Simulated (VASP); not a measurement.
# TaN (Fm-3m) in VASP: settings compared

TaN is run at these levels: PBEsol, RPBE, revPBE, PBE, LDA; tasks: single point.

Everything below comes from runs of VASP 6.6.1. Logs are shortened: lines on timing, memory, paths and dates and some standing lists are left out, and cuts for length are marked.

## Step 1: The cell of the first run

Symmetry: Fm-3m, No. 225, cubic system. Conventional cell: a = 4.358 Å, b = 4.358 Å, c = 4.358 Å, α = 90.00°, β = 90.00°, γ = 90.00°. Ta (site symmetry m-3m) has 6 N at 2.18 Å within 2.9 Å. N (site symmetry m-3m) has 6 Ta at 2.18 Å within 2.9 Å.

## Step 2: Single point, PBEsol

INCAR

```
ALGO     = Normal         # electronic algorithm
EDIFF    = 1E-6           # SCF threshold, eV
ENCUT    = 520            # plane-wave cutoff, eV
GGA      = PS             # functional
ISIF     = 2              # what is computed and relaxed
ISMEAR   = -1             # smearing method
LASPH    = True           # aspherical terms in the spheres
LCHARG   = False          # write CHGCAR
LREAL    = False          # projectors in reciprocal space
LWAVE    = False          # write WAVECAR
NBANDS   = 15             # bands
NELM     = 80             # most SCF steps
PREC     = Accurate       # precision mode
SIGMA    = 0.1            # smearing width, eV
```

KPOINTS

```
k-points
0
Gamma
  13 13 13
```

POSCAR

```
TaN
1.0
    0.0000000000      2.1790000000      2.1790000000
    2.1790000000      0.0000000000      2.1790000000
    2.1790000000      2.1790000000      0.0000000000
Ta N
1 1
Direct
    0.5000000000      0.5000000000      0.5000000000
    0.0000000000      0.0000000000      0.0000000000
```

Potentials or basis: VASP PAW PBE potentials, release 64 (Ta_pv, N).

The run is started by

```
> cat potpaw_PBE.64/Ta_pv/POTCAR potpaw_PBE.64/N/POTCAR > POTCAR
> mpirun -np 1 vasp_std > vasp.out
```

OUTCAR:

```text
EDIFF = 1E-6
   ENCUT = 520
   GGA = PS
   ISIF = 2
   ISMEAR = -1
   LASPH = True
   LREAL = False
   NELM = 80
   PREC = Accurate

 ion  position               nearest neighbor table
   1  0.500  0.500  0.500-   2 2.18   2 2.18   2 2.18   2 2.18   2 2.18   2 2.18
   2  0.000  0.000  0.000-   1 2.18   1 2.18   1 2.18   1 2.18   1 2.18   1 2.18

  LATTYP: Found a face centered cubic cell.
 ALAT       =     4.3580000000

  Lattice vectors:

 A1 = (   0.0000000000,   2.1790000000,   2.1790000000)
 A2 = (   2.1790000000,   0.0000000000,   2.1790000000)
 A3 = (   2.1790000000,   2.1790000000,   0.0000000000)

Analysis of symmetry for initial positions (statically):
=====================================================================
 Subroutine PRICEL returns:
 Original cell was already a primitive cell.

 Routine SETGRP: Setting up the symmetry group for a
 face centered cubic supercell.

 Subroutine GETGRP returns: Found 48 space group operations
 (whereof 48 operations were pure point group operations)
 out of a pool of 48 trial point group operations.

The static configuration has the point symmetry O_h .

Analysis of symmetry for dynamics (positions and initial velocities):
=====================================================================
 Subroutine PRICEL returns:
 Original cell was already a primitive cell.

 Routine SETGRP: Setting up the symmetry group for a
 face centered cubic supercell.

 Subroutine GETGRP returns: Found 48 space group operations
 (whereof 48 operations were pure point group operations)
 out of a pool of 48 trial point group operations.

The dynamic configuration has the point symmetry O_h .

 Subroutine INISYM returns: Found 48 space group operations
 (whereof 48 operations are pure point group operations),
 and found     1 'primitive' translations

----------------------------------------------------------------------------------------

                                     Primitive cell

  volume of cell :      20.6920

  direct lattice vectors                    reciprocal lattice vectors
     0.000000000  2.179000000  2.179000000    -0.229463056  0.229463056  0.229463056
     2.179000000  0.000000000  2.179000000     0.229463056 -0.229463056  0.229463056
     2.179000000  2.179000000  0.000000000     0.229463056  0.229463056 -0.229463056

  length of vectors
     3.081571352  3.081571352  3.081571352     0.397441672  0.397441672  0.397441672

  position of ions in fractional coordinates (direct lattice)
     0.500000000  0.500000000  0.500000000
     0.000000000  0.000000000  0.000000000

  ion indices of the primitive-cell ions
   primitive index   ion index
                 1           1
                 2           2

----------------------------------------------------------------------------------------

 KPOINTS: k-points

Automatic generation of k-mesh.
 Grid dimensions read from file:
 generate k-points for:   13   13   13

 Generating k-lattice:

  Cartesian coordinates                     Fractional coordinates (reciprocal lattice)
    -0.017651004  0.017651004  0.017651004     0.076923077  0.000000000  0.000000000
     0.017651004 -0.017651004  0.017651004     0.000000000  0.076923077  0.000000000
     0.017651004  0.017651004 -0.017651004     0.000000000  0.000000000  0.076923077

  Length of vectors
     0.030572436  0.030572436  0.030572436

  Shift w.r.t. Gamma in fractional coordinates (k-lattice)
     0.000000000  0.000000000  0.000000000

 Subroutine IBZKPT returns following result:
 ===========================================

 Found     84 irreducible k-points:

 Following reciprocal coordinates:
            Coordinates               Weight
  0.000000  0.000000  0.000000      1.000000
  0.076923  0.000000  0.000000      8.000000
  0.153846  0.000000  0.000000      8.000000
  0.230769  0.000000  0.000000      8.000000
  0.307692  0.000000  0.000000      8.000000
  0.384615  0.000000  0.000000      8.000000
[... 16 lines left out ...]
  0.384615  0.153846  0.000000     24.000000
  0.461538  0.153846  0.000000     24.000000
 [... further k-points ...]
   k-points           NKPTS =     84   k-points in BZ     NKDIM =     84   number of bands    NBANDS=     15
   number of dos      NEDOS =    301   number of ions     NIONS =      2
   total plane-waves  NPLWV =  13824
   dimension x,y,z NGX =    24 NGY =   24 NGZ =   24
   dimension x,y,z NGXF=    48 NGYF=   48 NGZF=   48
   ions per type =               1   1
   NGX,Y,Z   is equivalent  to a cutoff of  12.95, 12.95, 12.95 a.u.
   NGXF,Y,Z  is equivalent  to a cutoff of  25.90, 25.90, 25.90 a.u.
 SYSTEM =  unknown system
   PREC   = accura    normal or accurate (medium, high low for compatibility)
   ISTART =      0    job   : 0-new  1-cont  2-samecut
   ICHARG =      2    charge: 1-file 2-atom 10-const
   ISPIN  =      1    spin polarized calculation?
   LNONCOLLINEAR =      F non collinear calculations
   LSORBIT =      F    spin-orbit coupling
   LASPH  =      T    aspherical Exc in radial PAW
   ENCUT  =  520.0 eV  38.22 Ry    6.18 a.u.   5.73  5.73  5.73*2*pi/ulx,y,z
   NELM   =     80;   NELMIN=  2; NELMDL= -5     # of ELM steps
   EDIFF  = 0.1E-05   stopping-criterion for ELM
   LREAL  =      F    real-space projection
   EDIFFG = 0.1E-04   stopping-criterion for IOM
   NSW    =      0    number of steps for IOM
   IBRION =     -1    ionic relax: 0-MD 1-quasi-New 2-CG
   NFREE  =      0    steps in history (QN), initial steepest desc. (CG)
   ISIF   =      2    stress and relaxation
   ISYM   =      2    0-nonsym 1-usesym 2-fastsym
   POTIM  = 0.5000    time-step for ionic-motion
   TEBEG  =    0.0;   TEEND  =   0.0 temperature during run
   PSTRESS=    0.0 pullay stress
   NELECT =      16.0000    total number of electrons
   NUPDOWN=      -1.0000    fix difference up-down
   EMIN   =  10.00;   EMAX   =-10.00  energy-range for DOS
   EFERMI =   0.00;   METHOD = LEGACY
   ISMEAR =    -1;   SIGMA  =   0.10  broadening in eV -4-tet -1-fermi 0-gaus
   EFERMI_NEDOS =   21; number of points for ismear=-14 and -15
   IALGO  =     38    algorithm
   IMIX   =      4    mixing-type and parameters
     AMIX     =   0.40;   BMIX     =  1.00
     AMIX_MAG =   1.60;   BMIX_MAG =  1.00
  volume/ion in A,a.u.               =      10.35        69.82
  Fermi-wavevector in a.u.,A,eV,Ry     =   1.502615  2.839530 30.719922  2.257851
  Thomas-Fermi vector in A             =   2.613832
   LORBIT       =      0    0 simple, 1 ext, 2 COOP (PROOUT), +10 PAW based schemes
   GGA     = PS    functional components
   LHFCALC =     F    Hartree Fock is set to
   AEXX    =    0.0000 exact exchange contribution
   IVDW    =     0    specifies the selected vdW correction
   LEPSILON=     F    determine dielectric tensor
   LRPA    =     F    only Hartree local field effects (RPA)
 non-spin polarized calculation
  energy-cutoff  :      520.00
  volume of cell :       20.69
 maximum number of plane-waves:       568
   NGX = 11   NGY = 11   NGZ = 11

 number of electron      16.0000000 magnetization

 Free energy of the ion-electron system (eV)
  ---------------------------------------------------
  ext. energy  EPLUGINS =         0.00000000
  ---------------------------------------------------
  free energy    TOTEN  =       -23.22356926 eV

  energy without entropy =      -23.20156765  energy(sigma->0) =      -23.21256845

 E-fermi :   9.7051     XC(G=0): -13.7398

 val. band max:        9.5904383732   @ k =   0.2308   0.1538   0.0769
 cond. band min:       9.7202694903   @ k =   0.0000   0.0000   0.0000
 fundamental gap:      0.1298311171
 Fermi energy:         9.7050922559

 k-point     1 :       0.0000    0.0000    0.0000
  band No.  band energies     occupation
      1     -25.9640      2.00000
      2     -25.9640      2.00000
      3     -25.9640      2.00000
      4      -9.3453      2.00000
      5       5.8162      2.00000
      6       5.8162      2.00000
      7       5.8162      2.00000
      8       7.4815      2.00000
      9       7.4815      2.00000
     10       7.4815      2.00000
     11       9.7203      0.92426
     12       9.7203      0.92426
     13      11.4699      0.00000
     14      19.0739      0.00000
     15      22.1153      0.00000

 k-point     2 :       0.0769    0.0000    0.0000
  band No.  band energies     occupation
      1     -26.0236      2.00000
      2     -25.9693      2.00000
      3     -25.9693      2.00000
      4      -9.1919      2.00000
      5       5.0651      2.00000
      6       5.2995      2.00000
      7       5.2995      2.00000
      8       7.7205      2.00000
      9       7.7205      2.00000
     10       7.8118      2.00000
     11      10.3276      0.00395
     12      10.3276      0.00395
     13      11.8983      0.00000
     14      19.5352      0.00000
     15      22.1149      0.00000

 k-point     3 :       0.1538    0.0000    0.0000
  band No.  band energies     occupation
      1     -26.1851      2.00000
      2     -25.9839      2.00000
      3     -25.9839      2.00000
      4      -8.7578      2.00000
      5       3.6793      2.00000
      6       4.3486      2.00000
      7       4.3486      2.00000
      8       8.2441      2.00000
      9       8.2618      2.00000
     10       8.2618      2.00000
     11      11.6980      0.00000
     12      11.6980      0.00000
     13      12.9203      0.00000
     14      20.7562      0.00000
     15      22.1140      0.00000
[... 343 lines left out ...]
 k-point    23 :       0.3846    0.1538    0.0000
  band No.  band energies     occupation
      1     -26.6652      2.00000
      2     -26.1175      2.00000
      3     -26.1078      2.00000
      4      -7.2099      2.00000
      5       0.6337      2.00000
      6       2.6301      2.00000
      7       3.1788      2.00000
      8       7.7621      2.00000
      9      11.5765      0.00000
     10      11.6554      0.00000
     11      13.9126      0.00000
     12      14.2948      0.00000
     13      17.5634      0.00000
     14      21.5432      0.00000
     15      22.1842      0.00000

 k-point    24 :       0.4615    0.1538    0.0000
  band No.  band energies     occupation
      1     -26.7886      2.00000
      2     -26.1578      2.00000
      3     -26.1094      2.00000
      4      -6.7533      2.00000
      5       0.0993      2.00000
      6       2.2579      2.00000
      7       2.6296      2.00000
      8       8.7614      1.99984
      9      12.0034      0.00000
     10      12.0712      0.00000
     11      14.8697      0.00000
     12      15.4505      0.00000
     13      17.7767      0.00000
     14      20.5598      0.00000
     15      22.1468      0.00000

 [... further k-points ...]

------------------------ aborting loop because EDIFF is reached ----------------------------------------

  FORCE on cell =-STRESS in cart. coord.  units (eV):
  Direction    XX          YY          ZZ          XY          YZ          ZX
  --------------------------------------------------------------------------------------
  -------------------------------------------------------------------------------------
  Total        0.7153282      0.7153282      0.7153282      0.0000000     -0.0000000      0.0000000
  in kB       55.3878173     55.3878173     55.3878173      0.0000000     -0.0000000      0.0000000
  external PRESSURE =      55.3878173 kB  Pullay stress =       0.0000000 kB

 VOLUME and BASIS-vectors are now :
 -----------------------------------------------------------------------------
  energy-cutoff  :      520.00
  volume of cell :       20.69
      direct lattice vectors                 reciprocal lattice vectors
     0.000000000  2.179000000  2.179000000    -0.229463056  0.229463056  0.229463056
     2.179000000  0.000000000  2.179000000     0.229463056 -0.229463056  0.229463056
     2.179000000  2.179000000  0.000000000     0.229463056  0.229463056 -0.229463056

 POSITION                                       TOTAL-FORCE (eV/Angst)
 -----------------------------------------------------------------------------------
      2.17900      2.17900      2.17900        -0.000000     -0.000000      0.000000
      0.00000      0.00000      0.00000         0.000000      0.000000     -0.000000
 -----------------------------------------------------------------------------------
    total drift:                                0.000000     -0.000000     -0.000000

  FREE ENERGIE OF THE ION-ELECTRON SYSTEM (eV)
  ---------------------------------------------------
  free  energy   TOTEN  =       -23.2235692574 eV

  energy  without entropy=      -23.2015676457  energy(sigma->0) =      -23.21256845
```

Wall time 12 s (1 thread of Intel Xeon 6975P-C, shared host); peak memory 0.16 GiB.

What came out:

```yaml
Free_energy: -23.2236 eV
Pressure: 5.5 GPa
Band_gap_on_the_k_mesh: zero (band 8 reaches 11.53 eV, above the bottom of band 9 at 7.48 eV)
```

Levels at points of the mesh, in eV from the Fermi level:
```csv
k point,band 5,band 6,band 7,band 8,band 9,band 10,band 11,band 12
"(0.00, 0.00, 0.00)",-3.89,-3.89,-3.89,-2.22,-2.22,-2.22,0.02,0.02
```

Caveat: the PAW data sets were made with another functional, which shifts forces and pressure a little; spin-orbit coupling is left out, which moves the levels of the heavy elements.

[end of part 1 of 2]
